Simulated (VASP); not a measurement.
Write the native input for VASP 6.6.1 that does the following.

```yaml
Task: relaxation of volume and atoms at fixed shape
Functional: PBEsol
Potentials_or_basis: VASP PAW PBE potentials, release 64 (Li_sv)
Cutoff: 600 eV
k_mesh: 19 × 19 × 19
Occupations: fermi-dirac, width 0.02 eV
Spin: no spin polarisation
Dipole_correction: no
Further_INCAR_settings: ALGO = Normal; EDIFF = 1e-06; IBRION = 2; EDIFFG = -0.03; NSW = 60; ISIF = 8
```

The structure of Li lies in POSCAR:

```
Li
1.0
   -1.7546500000      1.7546500000      1.7546500000
    1.7546500000     -1.7546500000      1.7546500000
    1.7546500000      1.7546500000     -1.7546500000
Li
1
Direct
    0.0000000000      0.0000000000      0.0000000000
```

One way to write it, as run:

INCAR

```
  PREC = Accurate
  ENCUT = 600
  EDIFF = 1E-6
  ISMEAR = -1
  SIGMA = 0.02
  LREAL = False
  LASPH = True
  NELM = 80
  ALGO = Normal
  ISIF = 8
  LWAVE = False
  LCHARG = False
  GGA = PS
  IBRION = 2
  NSW = 60
  EDIFFG = -0.03
```

KPOINTS

```
regular mesh
0
Gamma
  19 19 19
```

Potentials or basis: VASP PAW PBE potentials, release 64 (Li_sv).

Command:

```console
$ cat potpaw_PBE.64/Li_sv/POTCAR > POTCAR
$ mpirun -np 1 vasp_std > vasp.out
```

Results of the run:

```yaml
Relaxed_volume: 20.25 Å³/atom
Relaxed_cell: a = 2.974 Å, b = 2.974 Å, c = 2.974 Å, α = 109.47°, β = 109.47°, γ = 109.47°
Space_group_after_relaxing_to_0.1_Å: Im-3m (No. 229)
Energy_gained_by_relaxing: 4.7 meV/atom
Ionic_steps: 3
Pressure_after_relaxing: -0.2 GPa
Band_gap_on_the_k_mesh: zero (an odd number of electrons rules out a gap without spin polarisation)
```

Caveat: the cutoff is under 1.25 times the usual one of these potentials, so pressure, stress and relaxed cells hold a basis-set (Pulay) error; the PAW data sets were made with another functional, which shifts forces and pressure a little.

Wall time 19 s on 1 thread of AMD EPYC 9R45 96-Core Processor (Zen 5), on a shared host, peak memory 0.12 GiB.
